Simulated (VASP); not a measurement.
Ag, 1 atom in the cell. Symmetry: I4/mmm, No. 139, tetragonal system. Conventional cell: a = 2.976 Å, b = 2.976 Å, c = 4.147 Å, α = 90.00°, β = 90.00°, γ = 90.00°. Ag (site symmetry 4/mmm) has 12 Ag at 2.95 to 2.98 Å within 3.9 Å.  This cell differs from its parent crystal: strain +0.030 along x and y, +0.015 along z.

```yaml
Program: VASP 6.6.1
Task: single point
Functional: PBEsol
Potentials_or_basis: VASP PAW PBE potentials, release 64 (Ag)
Cutoff: 520 eV
k_mesh: 20 × 20 × 20
Occupations: gaussian, width 0.15 eV
Spin: no spin polarisation
Dipole_correction: no
Further_INCAR_settings: ALGO = Fast; EDIFF = 1e-06; NBANDS = 12
```

Potentials or basis: VASP PAW PBE potentials, release 64 (Ag).

Launch:

```console
$ cat potpaw_PBE.64/Ag/POTCAR > POTCAR
$ mpirun -np 1 vasp_std > vasp.out
```

Hardware: 1 thread of AMD EPYC 7R43 64-Core Processor (Zen 3) (shared host).

How long does it take, and how much memory?

It took 3.2 min on 1 thread of AMD EPYC 7R43 64-Core Processor (Zen 3), on a shared host, peak memory 0.2 GiB. Counts: scf iterations 11, k points 641.
